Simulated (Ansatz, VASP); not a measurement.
**One calculation of Bi, two programs**

INCAR

```
ALGO = Normal ; EDIFF = 1E-6
EDIFFG = -0.005 ; ENCUT = 600
GGA = PE ; IBRION = 2
ISIF = 3 ; ISMEAR = -1
LASPH = T ; LCHARG = F
LREAL = F ; LWAVE = F
NELM = 80 ; NSW = 45
PREC = Accurate ; SIGMA = 0.05
```

KPOINTS

```
k-points
0
Gamma
  15 15 15
```

File POSCAR:

```
Bi
1.0
   -1.9907489211      1.9907489211      1.9907489211
    1.9907489211     -1.9907489211      1.9907489211
    1.9907489211      1.9907489211     -1.9907489211
Bi
1
Direct
    0.0000000000      0.0000000000      0.0000000000
```

Input for Ansatz:

```yaml
crystal:
  lattice:
    - [-1.9907489211, 1.9907489211, 1.9907489211]
    - [1.9907489211, -1.9907489211, 1.9907489211]
    - [1.9907489211, 1.9907489211, -1.9907489211]
  atoms:
    - { symbol: Bi, position: [0.0, 0.0, 0.0] }
kpoints:
  mp_grid: { grid: [15, 15, 15] }
scf:
  occupations: { method: fermi_dirac, width: 0.05 }
hamiltonian:
  xc: pbe
  pseudopotentials: { kind: all_electron, lapw: { basis_error: 0.0005 } }
output:
  forces: true
  stress: true
  eigenvalues: true
  populations: true
relax:
  f_tol: 0.005
  max_steps: 25
  cell: {}
```

Alike in both runs: task relaxation of cell and atoms; functional PBE; k mesh 15 × 15 × 15; occupations fermi-dirac, width 0.05 eV; no spin polarisation.

|  | VASP | Ansatz |
| --- | --- | --- |
| version | VASP 6.6.1 | Ansatz 0.2.0 |
| potentials or method | VASP PAW PBE potentials, release 64 (Bi_d), cutoff 600 eV | all-electron LAPW, scalar-relativistic |

|  | VASP | Ansatz | Ansatz less VASP |
| --- | --- | --- | --- |
| relaxed volume (Å³/atom) | 31.56 | 31.56 | 0.000 |
| relaxed length of the cell vector where the two differ most in proportion (Å) | 3.448 | 3.448 | 0.0000 |

Ansatz ran all-electron here, and VASP with PAW potentials.

Spin-orbit coupling is off throughout. Noted on VASP's run: the relaxation stopped at its first step, so nothing moved.
